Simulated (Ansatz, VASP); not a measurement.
**BN in VASP and in Ansatz**

File INCAR:

```
SYSTEM = BN
ALGO = Normal ; EDIFF = 1E-6
ENCUT = 520 ; GGA = PE
ISIF = 2 ; ISMEAR = 0
LASPH = .TRUE. ; LCHARG = .TRUE.
LELF = .TRUE. ; LREAL = .FALSE.
LVHAR = .TRUE. ; LWAVE = .FALSE.
NBANDS = 16 ; NELM = 80
PREC = Accurate ; SIGMA = 0.05
```

Contents of KPOINTS:

```
k-points
0
G
  12 12 6
  0 0 0
```

File POSCAR:

```
BN
1.0
    2.5539396017      0.0000000000      0.0000000000
   -1.2769698009      2.2117765748      0.0000000000
    0.0000000000      0.0000000000      4.2268550000
B N
2 2
Direct
    0.6666666667      0.3333333333      1.0706987555
    0.3333333333      0.6666666667      0.4997240000
    0.6666666667      0.3333333333      0.6252760000
    0.3333333333      0.6666666667      0.1252760000
```

Input for Ansatz:

```yaml
crystal:
  lattice:
    - [2.5539396017, 0.0, 0.0]
    - [-1.2769698009, 2.2117765748, 0.0]
    - [0.0, 0.0, 4.226855]
  atoms:
    - { symbol: B, position: [0.6666666667, 0.3333333333, 1.0706987555] }
    - { symbol: B, position: [0.3333333333, 0.6666666667, 0.499724] }
    - { symbol: "N", position: [0.6666666667, 0.3333333333, 0.625276] }
    - { symbol: "N", position: [0.3333333333, 0.6666666667, 0.125276] }
basis:
  ecutwfc: 420
kpoints:
  mp_grid: { grid: [12, 12, 6] }
hamiltonian:
  xc: pbe
scf:
  occupations: { method: gaussian, width: 0.05 }
output:
  forces: true
  stress: true
  eigenvalues: true
```

Alike in both runs: task single point; functional PBE; k mesh 12 × 12 × 6; occupations gaussian, width 0.05 eV; no spin polarisation.

|  | VASP | Ansatz |
| --- | --- | --- |
| version | VASP 6.6.1 | Ansatz 0.2.0 |
| potentials or method | VASP PAW PBE potentials, release 64 (B, N), cutoff 520 eV | scalar-relativistic, plane waves, PAW |
| valence electrons in the cell | 16 | 16 |

```tsv
	VASP	Ansatz	Ansatz less VASP
gap on the k mesh at the Fermi level (eV)	3.90	3.90	+0.006
least direct gap on the mesh (eV)	6.33	6.34	+0.008
pressure (GPa)	10.8	10.5	-0.25
traceless stress, the component that is largest in VASP (GPa)	5.70	5.85	+0.146
rms of the force components (eV/Å)	2.076	2.072	-0.0045
```

Atom by atom the forces differ by 0.008 eV/Å (rms over components). With one functional, cell and mesh, what is left measures potentials, basis and numerics.
